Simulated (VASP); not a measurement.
Here is a VASP 6.6.1 calculation.

INCAR

```
SYSTEM = Ag
PREC = Accurate
ENCUT = 500
EDIFF = 1E-6
ISMEAR = 0
SIGMA = 0.15
LREAL = .False.
LASPH = .True.
NELM = 120
ALGO = Normal
ISIF = 2
LWAVE = .False.
LCHARG = .False.
GGA = PS
NBANDS = 18
GGA_COMPAT = .False.
```

The input KPOINTS:

```
Automatic mesh
0
Gamma
  18 18 10
  0 0 0
```

The input POSCAR:

```
Ag
1.0
    2.9299980804      0.0000000000      0.0000000000
   -1.4649990402      2.5374527707      0.0317181596
    0.0000000000      0.0598750000      4.7900000000
Ag
2
Direct
    0.3333333333      0.6666666667      0.2500000000
    0.6666666667      0.3333333333      0.7500000000
```

Potentials or basis: VASP PAW PBE potentials, release 64 (Ag).

Run with:

```console
$ cat potpaw_PBE.64/Ag/POTCAR > POTCAR
$ mpirun -np 1 vasp_std > vasp.out
```

Predict the band gap on the k mesh.

zero (bands 11 and 12 overlap by 7.17 eV).

Estimate the pressure.

-6.4 GPa.

Estimate the largest force.

0.004 eV/Å.

Stress tensor (GPa, compression positive):
```
-6.43  0.00  0.00
 0.00 -6.48 -0.41
 0.00 -0.41 -6.20
```

Caveat: the cell differs from its parent crystal (strain +0.0250 x Voigt [0, 0, 0, 1, 0, 0]); the cell stands under tension; the PAW data sets were made with another functional, which shifts forces and pressure a little.
